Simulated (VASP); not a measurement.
# BN (P-6m2) in VASP: further runs

Runs on BN. Level: PBE. Tasks: single point, relaxation of cell and atoms.

Everything below comes from runs of VASP 6.6.1. Logs are shortened: lines on timing, memory, paths and dates and some standing lists are left out, and cuts for length are marked.

## (1) The cell of the first run

Symmetry: P-6m2, No. 187, hexagonal system. The conventional cell has a = 2.512 Å, b = 2.512 Å, c = 8.361 Å, α = 90.00°, β = 90.00°, γ = 120.00°. Within 1.9 Å of B (site symmetry -6m2) lie 3 N at 1.45 Å. B (site symmetry -6m2) has 3 N at 1.45 Å within 1.9 Å. N (site symmetry -6m2) has 3 B at 1.45 Å within 1.9 Å. Within 1.9 Å of N (site symmetry -6m2) lie 3 B at 1.45 Å.

## (2) Single point, PBE

INCAR reads:

```
ALGO = Normal ; EDIFF = 1E-6
ENCUT = 520 ; GGA = PE
ISIF = 2 ; ISMEAR = 0
LASPH = T ; LCHARG = F
LREAL = F ; LWAVE = F
NBANDS = 16 ; NELM = 80
PREC = Accurate ; SIGMA = 0.02
```

KPOINTS reads:

```
k-points
0
Gamma
  12 12 4
```

POSCAR reads:

```
BN
1.0
    2.5121388411      0.0000000000      0.0000000000
   -1.2560694205      2.1755760542      0.0000000000
    0.0000000000      0.0000000000      8.3611653523
B N
2 2
Direct
    0.0000000000      0.0000000000      0.0000000000
    0.3333333333      0.6666666667      0.5000000000
    0.3333333333      0.6666666667      0.0000000000
    0.6666666667      0.3333333333      0.5000000000
```

Potentials or basis: VASP PAW PBE potentials, release 64 (B, N).

Launch:

```bash
$ cat potpaw_PBE.64/B/POTCAR potpaw_PBE.64/N/POTCAR > POTCAR
$ mpirun -np 1 vasp_std > vasp.out
```

OUTCAR:

```text
EDIFF = 1E-6
   ENCUT = 520
   GGA = PE
   ISIF = 2
   ISMEAR = 0
   LASPH = T
   LREAL = F
   NELM = 80
   PREC = Accurate

 ion  position               nearest neighbor table
   1  0.000  0.000  0.000-   3 1.45   3 1.45   3 1.45
   2  0.333  0.667  0.500-   4 1.45   4 1.45   4 1.45
   3  0.333  0.667  0.000-   1 1.45   1 1.45   1 1.45
   4  0.667  0.333  0.500-   2 1.45   2 1.45   2 1.45

  LATTYP: Found a hexagonal cell.
 ALAT       =     2.5121388411
 C/A-ratio  =     3.3283054326

  Lattice vectors:

 A1 = (   2.5121388411,   0.0000000000,   0.0000000000)
 A2 = (  -1.2560694205,   2.1755760542,   0.0000000000)
 A3 = (   0.0000000000,   0.0000000000,   8.3611653523)

Analysis of symmetry for initial positions (statically):
=====================================================================
 Subroutine PRICEL returns:
 Original cell was already a primitive cell.

 Routine SETGRP: Setting up the symmetry group for a
 hexagonal supercell.

 Subroutine GETGRP returns: Found 12 space group operations
 (whereof 12 operations were pure point group operations)
 out of a pool of 24 trial point group operations.

The static configuration has the point symmetry D_3h.

Analysis of symmetry for dynamics (positions and initial velocities):
=====================================================================
 Subroutine PRICEL returns:
 Original cell was already a primitive cell.

 Routine SETGRP: Setting up the symmetry group for a
 hexagonal supercell.

 Subroutine GETGRP returns: Found 12 space group operations
 (whereof 12 operations were pure point group operations)
 out of a pool of 24 trial point group operations.

The dynamic configuration has the point symmetry D_3h.

 Subroutine INISYM returns: Found 12 space group operations
 (whereof 12 operations are pure point group operations),
 and found     1 'primitive' translations

----------------------------------------------------------------------------------------

                                     Primitive cell

  volume of cell :      45.6967

  direct lattice vectors                    reciprocal lattice vectors
     2.512138841  0.000000000  0.000000000     0.398067170  0.229824188  0.000000000
    -1.256069421  2.175576054  0.000000000     0.000000000  0.459648376  0.000000000
     0.000000000  0.000000000  8.361165352     0.000000000  0.000000000  0.119600553

  length of vectors
     2.512138841  2.512138841  8.361165352     0.459648376  0.459648376  0.119600553

  position of ions in fractional coordinates (direct lattice)
     0.000000000  0.000000000  0.000000000
     0.333333333  0.666666667  0.500000000
     0.333333333  0.666666667  0.000000000
     0.666666667  0.333333333  0.500000000

  ion indices of the primitive-cell ions
   primitive index   ion index
                 1           1
                 2           2
                 3           3
                 4           4

----------------------------------------------------------------------------------------

 KPOINTS: k-points

Automatic generation of k-mesh.
 Grid dimensions read from file:
 generate k-points for:   12   12    4

 Generating k-lattice:

  Cartesian coordinates                     Fractional coordinates (reciprocal lattice)
     0.033172264  0.019152016  0.000000000     0.083333333  0.000000000  0.000000000
     0.000000000  0.038304031  0.000000000     0.000000000  0.083333333  0.000000000
     0.000000000  0.000000000  0.029900138     0.000000000  0.000000000  0.250000000

  Length of vectors
     0.038304031  0.038304031  0.029900138

  Shift w.r.t. Gamma in fractional coordinates (k-lattice)
     0.000000000  0.000000000  0.000000000

 Subroutine IBZKPT returns following result:
 ===========================================

 Found     57 irreducible k-points:

 Following reciprocal coordinates:
            Coordinates               Weight
  0.000000  0.000000  0.000000      1.000000
  0.083333 -0.000000  0.000000      6.000000
  0.166667 -0.000000  0.000000      6.000000
  0.250000 -0.000000  0.000000      6.000000
  0.333333 -0.000000  0.000000      6.000000
  0.416667 -0.000000  0.000000      6.000000
[... 16 lines left out ...]
  0.250000 -0.000000  0.250000     12.000000
  0.333333 -0.000000  0.250000     12.000000
 [... further k-points ...]
   k-points           NKPTS =     57   k-points in BZ     NKDIM =     57   number of bands    NBANDS=     16
   number of dos      NEDOS =    301   number of ions     NIONS =      4
   total plane-waves  NPLWV =  25600
   dimension x,y,z NGX =    20 NGY =   20 NGZ =   64
   dimension x,y,z NGXF=    40 NGYF=   40 NGZF=  128
   ions per type =               2   2
   NGX,Y,Z   is equivalent  to a cutoff of  13.24, 13.24, 12.73 a.u.
   NGXF,Y,Z  is equivalent  to a cutoff of  26.47, 26.47, 25.45 a.u.
 SYSTEM =  unknown system
   PREC   = accura    normal or accurate (medium, high low for compatibility)
   ISTART =      0    job   : 0-new  1-cont  2-samecut
[... 34 lines left out ...]
   AEXX    =    0.0000 exact exchange contribution
   IVDW    =     0    specifies the selected vdW correction
   LEPSILON=     F    determine dielectric tensor
   LRPA    =     F    only Hartree local field effects (RPA)
 non-spin polarized calculation
 Gauss-broadening in eV      SIGMA  =   0.02
  energy-cutoff  :      520.00
  volume of cell :       45.70
 maximum number of plane-waves:      1267
 NGX is ok and might be reduce to    20
   NGX =  9   NGY =  9   NGZ = 31

 number of electron      15.9999998 magnetization

 Free energy of the ion-electron system (eV)
  ---------------------------------------------------
  ext. energy  EPLUGINS =         0.00000000
  ---------------------------------------------------
  free energy    TOTEN  =       -35.20687232 eV

  energy without entropy =      -35.20687232  energy(sigma->0) =      -35.20687232

 E-fermi :   0.6902     XC(G=0):  -8.5700

 val. band max:        0.5943161731   @ k =   0.3333   0.3333   0.5000
 cond. band min:       4.9773090215   @ k =   0.0000   0.0000   0.0000
 fundamental gap:      4.3829928485
 Fermi energy:         0.6901896863

 k-point     1 :       0.0000    0.0000    0.0000
  band No.  band energies     occupation
      1     -17.0427      2.00000
      2     -17.0018      2.00000
      3      -4.8971      2.00000
      4      -4.3034      2.00000
      5      -0.7652      2.00000
      6      -0.7652      2.00000
[... 8 lines left out ...]
     15      12.1083      0.00000
     16      12.9453      0.00000

 k-point     2 :       0.0833   -0.0000    0.0000
  band No.  band energies     occupation
      1     -16.9096      2.00000
      2     -16.8694      2.00000
      3      -4.7156      2.00000
      4      -4.1293      2.00000
      5      -1.3230      2.00000
      6      -1.3124      2.00000
[... 8 lines left out ...]
     15      12.6821      0.00000
     16      12.6953      0.00000

 k-point     3 :       0.1667   -0.0000    0.0000
  band No.  band energies     occupation
      1     -16.5178      2.00000
      2     -16.4800      2.00000
      3      -4.1790      2.00000
      4      -3.6159      2.00000
      5      -2.7286      2.00000
      6      -2.7147      2.00000
[... 8 lines left out ...]
     15      13.3328      0.00000
     16      14.2748      0.00000

 k-point     4 :       0.2500   -0.0000    0.0000
  band No.  band energies     occupation
      1     -15.8946      2.00000
      2     -15.8608      2.00000
      3      -4.5054      2.00000
      4      -4.4901      2.00000
      5      -3.3150      2.00000
      6      -2.7955      2.00000
[... 8 lines left out ...]
     15      13.7367      0.00000
     16      16.5250      0.00000
[... 324 lines left out ...]
 k-point    22 :       0.1667   -0.0000    0.2500
  band No.  band energies     occupation
      1     -16.5127      2.00000
      2     -16.4852      2.00000
      3      -4.1038      2.00000
      4      -3.7069      2.00000
      5      -2.7265      2.00000
      6      -2.7148      2.00000
[... 8 lines left out ...]
     15      14.1036      0.00000
     16      14.2758      0.00000

 k-point    23 :       0.2500   -0.0000    0.2500
  band No.  band energies     occupation
      1     -15.8901      2.00000
      2     -15.8654      2.00000
      3      -4.5045      2.00000
      4      -4.4921      2.00000
      5      -3.2439      2.00000
      6      -2.8772      2.00000
[... 8 lines left out ...]
     15      14.7790      0.00000
     16      16.5274      0.00000

 k-point    24 :       0.3333   -0.0000    0.2500
  band No.  band energies     occupation
      1     -15.1051      2.00000
      2     -15.0843      2.00000
      3      -6.2720      2.00000
      4      -6.2582      2.00000
      5      -2.9872      2.00000
      6      -2.9771      2.00000
[... 8 lines left out ...]
     15      15.7831      0.00000
     16      17.4815      0.00000

 [... further k-points ...]

------------------------ aborting loop because EDIFF is reached ----------------------------------------

  FORCE on cell =-STRESS in cart. coord.  units (eV):
  Direction    XX          YY          ZZ          XY          YZ          ZX
  --------------------------------------------------------------------------------------
  -------------------------------------------------------------------------------------
  Total        0.0362062      0.0362062     -0.0199249      0.0000000     -0.0000000     -0.0000000
  in kB        1.2694287      1.2694287     -0.6985906      0.0000000     -0.0000000     -0.0000000
  external PRESSURE =       0.6134223 kB  Pullay stress =       0.0000000 kB

 VOLUME and BASIS-vectors are now :
 -----------------------------------------------------------------------------
  energy-cutoff  :      520.00
  volume of cell :       45.70
      direct lattice vectors                 reciprocal lattice vectors
     2.512138841  0.000000000  0.000000000     0.398067170  0.229824188  0.000000000
    -1.256069421  2.175576054  0.000000000     0.000000000  0.459648376  0.000000000
     0.000000000  0.000000000  8.361165352     0.000000000  0.000000000  0.119600553

 POSITION                                       TOTAL-FORCE (eV/Angst)
 -----------------------------------------------------------------------------------
      0.00000      0.00000      0.00000        -0.000000     -0.000000      0.000000
     -0.00000      1.45038      4.18058        -0.000000     -0.000000      0.000000
     -0.00000      1.45038      0.00000         0.000000     -0.000000      0.000000
      1.25607      0.72519      4.18058         0.000000      0.000000      0.000000
 -----------------------------------------------------------------------------------
    total drift:                                0.000001     -0.000001      0.000000

  FREE ENERGIE OF THE ION-ELECTRON SYSTEM (eV)
  ---------------------------------------------------
  free  energy   TOTEN  =       -35.2068723158 eV

  energy  without entropy=      -35.2068723158  energy(sigma->0) =      -35.20687232
```

It took 16 s on 1 thread of Intel Xeon 6975P-C (Granite Rapids), shared host; peak memory 0.17 GiB.

Results:

- Free energy: -35.2069 eV
- Pressure: 0.1 GPa
- Band gap on the k mesh: 4.38 eV, indirect (least direct gap 4.64 eV)

Stress tensor (GPa, compression positive):
```
 0.13  0.00  0.00
 0.00  0.13  0.00
 0.00  0.00 -0.07
```

Caveat: this functional lacks dispersion, which binds the layers, so the pressure and a relaxed spacing across them are unreliable. A k mesh can miss the band edges.

## (3) Relaxation of cell and atoms, PBE

This run uses another cell than the first one, of 9.17 Å³/atom, 0.803 times its volume.

INCAR reads:

```
SYSTEM = BN
PREC     = Accurate       ! precision mode
ENCUT    = 600            ! plane-wave cutoff, eV
EDIFF    = 1E-6           ! SCF threshold, eV
ISMEAR   = 0              ! smearing method
SIGMA    = 0.02           ! smearing width, eV
LREAL    = .False.        ! projectors in reciprocal space
LASPH    = .True.         ! aspherical terms in the spheres
NELM     = 80             ! most SCF steps
ALGO     = Normal         ! electronic algorithm
ISIF     = 3              ! what is computed and relaxed
LWAVE    = .False.        ! write WAVECAR
LCHARG   = .False.        ! write CHGCAR
GGA      = PE             ! functional
IBRION   = 2              ! ionic algorithm
NSW      = 100            ! ionic steps
EDIFFG   = -0.01          ! ionic threshold
```

KPOINTS reads:

```
Automatic mesh
0
Gamma
  12 12 4
  0 0 0
```

POSCAR reads:

```
BN
1.0
    2.5022255373      0.0000000000      0.0000000000
   -1.2511127686      2.1669908813      0.0000000000
    0.0000000000      0.0000000000      6.7656542400
B N
2 2
Direct
    0.0000000000      0.0000000000      0.0000000000
    0.3333333300      0.6666666700      0.5000000000
    0.3333333300      0.6666666700      0.0000000000
    0.6666666700      0.3333333300      0.5000000000
```

Potentials or basis: VASP PAW PBE potentials, release 64 (B, N).

Launch:

```bash
$ cat potpaw_PBE.64/B/POTCAR potpaw_PBE.64/N/POTCAR > POTCAR
$ mpirun -np 1 vasp_std > vasp.out
```

Run time: 68 s. Hardware: 1 thread of Intel Xeon 6975P-C (Granite Rapids), shared host; peak memory 0.16 GiB.

It converged, with:

- Free energy: -35.2016 eV
- Relaxed volume: 10.58 Å³/atom
- Relaxed cell: a = 2.512 Å, b = 2.512 Å, c = 7.745 Å, α = 90.00°, β = 90.00°, γ = 120.00°
- Space group after relaxing (to 0.05 Å): P-6m2 (No. 187)
- Energy gained by relaxing: 7.9 meV/atom
- Ionic steps: 10
- Pressure after relaxing: 0.0 GPa
- Band gap on the k mesh: 4.52 eV, indirect (least direct gap 4.61 eV)

The path:
| step | energy change (eV) | largest force (eV/Å) | pressure (GPa) | volume (Å³) |
| --- | --- | --- | --- | --- |
| 1 | 0.0000 | 0.0000 | 3.44 | 36.69 |
| 2 | 0.0070 | 0.0000 | -4.37 | 37.74 |
| 3 | -0.0046 | 0.0000 | 0.32 | 37.09 |
| 4 | -0.0070 | 0.0000 | 0.29 | 37.29 |
| 5 | -0.0133 | 0.0000 | 0.25 | 37.89 |
| 6 | -0.0224 | 0.0000 | 0.22 | 39.08 |
| 7 | -0.0311 | 0.0000 | 0.22 | 41.47 |
| 8 | -0.0316 | 0.0000 | 0.21 | 42.29 |
| 9 | -0.0258 | 0.0000 | -2.94 | 42.93 |
| 10 | -0.0317 | 0.0000 | -0.01 | 42.33 |

Final structure:
```xyz
4
Lattice="2.5122 0.0000 0.0000 -1.2561 2.1756 0.0000 0.0000 0.0000 7.7447" Properties=species:S:1:pos:R:3 pbc="T T T"
B     0.0000    0.0000    7.7447
B     0.0000    1.4504    3.8724
N     0.0000    1.4504    0.0000
N     1.2561    0.7252    3.8724
```

Levels at points of the mesh, in eV from the valence-band top:
```tsv
k point	band 6	band 7	band 8	band 9	band 10	band 11
(0.00, 0.00, 0.00)	-1.37	-1.35	-1.35	4.56	8.50	10.88
(0.50, 0.00, 0.00)	-4.12	-1.04	-0.80	4.52	5.09	9.52
(0.00, 0.00, 0.50)	-1.37	-1.35	-1.35	6.14	6.15	11.49
(0.50, 0.00, 0.50)	-4.12	-0.92	-0.90	4.73	4.74	9.70
```

Caveat: the volume moved by over 15 % at a fixed basis, so the end points are rough; this functional lacks dispersion, which binds the layers, so the pressure and a relaxed spacing across them are unreliable. As with any semilocal functional, this PBE gap is likely too small.

## (4) Relaxation of cell and atoms, PBE

This run uses another cell than the first one, of 9.17 Å³/atom, 0.803 times its volume.

INCAR, as its differences from that of step 3:

```diff
@@ -2,4 +2,4 @@
 PREC     = Accurate       ! precision mode
-ENCUT    = 600            ! plane-wave cutoff, eV
-EDIFF    = 1E-6           ! SCF threshold, eV
+ENCUT    = 910            ! plane-wave cutoff, eV
+EDIFF    = 1E-7           ! SCF threshold, eV
 ISMEAR   = 0              ! smearing method
@@ -8,3 +8,3 @@
 LASPH    = .True.         ! aspherical terms in the spheres
-NELM     = 80             ! most SCF steps
+NELM     = 120            ! most SCF steps
 ALGO     = Normal         ! electronic algorithm
@@ -17 +17,3 @@
 EDIFFG   = -0.01          ! ionic threshold
+GGA_COMPAT= .False.      
+NELMIN   = 4
```

KPOINTS is that of step 3.

POSCAR is that of step 3.

Potentials or basis: VASP PAW PBE potentials, release 64 (B_h, N_h).

Launch:

```bash
$ cat potpaw_PBE.64/B_h/POTCAR potpaw_PBE.64/N_h/POTCAR > POTCAR
$ mpirun -np 1 vasp_std > vasp.out
```

Run time: 2.6 min. Hardware: 1 thread of Intel Xeon 6975P-C (Granite Rapids), shared host; peak memory 0.24 GiB.

The run converged. Its results:

| Item | Value |
| --- | --- |
| Free energy | -35.2247 eV |
| Relaxed volume | 9.80 Å³/atom |
| Relaxed cell | a = 2.510 Å, b = 2.510 Å, c = 7.179 Å, α = 90.00°, β = 90.00°, γ = 120.00° |
| Space group after relaxing (to 0.05 Å) | P-6m2 (No. 187) |
| Energy gained by relaxing | 4.1 meV/atom |
| Ionic steps | 10 |
| Pressure after relaxing | 0.0 GPa |
| Band gap on the k mesh | 4.44 eV, indirect (least direct gap 4.56 eV) |

The path:
```csv
step,energy change (eV),largest force (eV/Å),pressure (GPa),volume (Å³)
1,0.0000,0.0000,3.12,36.69
2,0.0058,0.0000,-4.06,37.64
3,-0.0038,0.0000,0.28,37.05
4,-0.0059,0.0000,0.24,37.24
5,-0.0110,0.0000,0.14,37.81
6,-0.0161,0.0000,-0.06,38.94
7,-0.0163,0.0000,-0.12,39.24
8,-0.0163,0.0000,-0.11,39.20
9,-0.0160,0.0000,0.84,39.07
10,-0.0163,0.0000,0.01,39.18
```

Final structure:
```xyz
4
Lattice="2.5105 0.0000 0.0000 -1.2552 2.1741 0.0000 0.0000 0.0000 7.1785" Properties=species:S:1:pos:R:3 pbc="T T T"
B     0.0000    0.0000    0.0000
B     0.0000    1.4494    3.5893
N     0.0000    1.4494    0.0000
N     1.2552    0.7247    3.5893
```

Levels at points of the mesh, in eV from the valence-band top:
| k point | band 5 | band 6 | band 7 | band 8 | band 9 | band 10 | band 11 | band 12 |
| --- | --- | --- | --- | --- | --- | --- | --- | --- |
| (0.00, 0.00, 0.00) | -1.40 | -1.40 | -1.34 | -1.34 | 4.82 | 9.33 | 11.49 | 11.49 |
| (0.50, 0.00, 0.00) | -4.17 | -4.11 | -1.15 | -0.75 | 4.44 | 5.25 | 9.55 | 9.69 |
| (0.00, 0.00, 0.50) | -1.40 | -1.40 | -1.34 | -1.34 | 6.75 | 6.77 | 11.50 | 11.50 |
| (0.50, 0.00, 0.50) | -4.17 | -4.12 | -0.96 | -0.90 | 4.69 | 4.72 | 9.76 | 9.78 |

Caveat: the cutoff is under 1.25 times the usual one of these potentials, so pressure, stress and relaxed cells hold a basis-set (Pulay) error; this functional lacks dispersion, which binds the layers, so the pressure and a relaxed spacing across them are unreliable. A k mesh can miss the band edges.

## (5) Summary

```tsv
task	potentials or basis	cell	cutoff (eV)	second run	gap on the mesh (eV)	pressure (GPa)	relaxed volume (Å³/atom)
single point	VASP PAW PBE potentials, release 64 (B, N)	a = 2.512, b = 2.512, c = 8.361 Å, angles 90.0, 90.0, 120.0°, 4 atoms	520	-	4.38	0.1	-
relaxation of cell and atoms	VASP PAW PBE potentials, release 64 (B, N)	relaxed from a = 2.502, b = 2.502, c = 6.766 Å, angles 90.0, 90.0, 120.0°, 4 atoms	600	-	4.52	0.0	10.58
relaxation of cell and atoms	VASP PAW PBE potentials, release 64 (B_h, N_h)	relaxed from a = 2.502, b = 2.502, c = 6.766 Å, angles 90.0, 90.0, 120.0°, 4 atoms	910	hard_potentials	4.44	0.0	9.80
```

Alike in all rows: level PBE; no spin polarisation; k mesh 12 × 12 × 4; smearing gaussian 0.02 eV.

Caveats: this functional lacks dispersion, which binds the layers, so the pressure and a relaxed spacing across them are unreliable; the volume moved by over 15 % at a fixed basis, so the end points are rough (some runs); the cutoff is under 1.25 times the usual one of these potentials, so pressure, stress and relaxed cells hold a basis-set (Pulay) error (some runs).

Absolute energies hang on the potentials; compare differences alone.
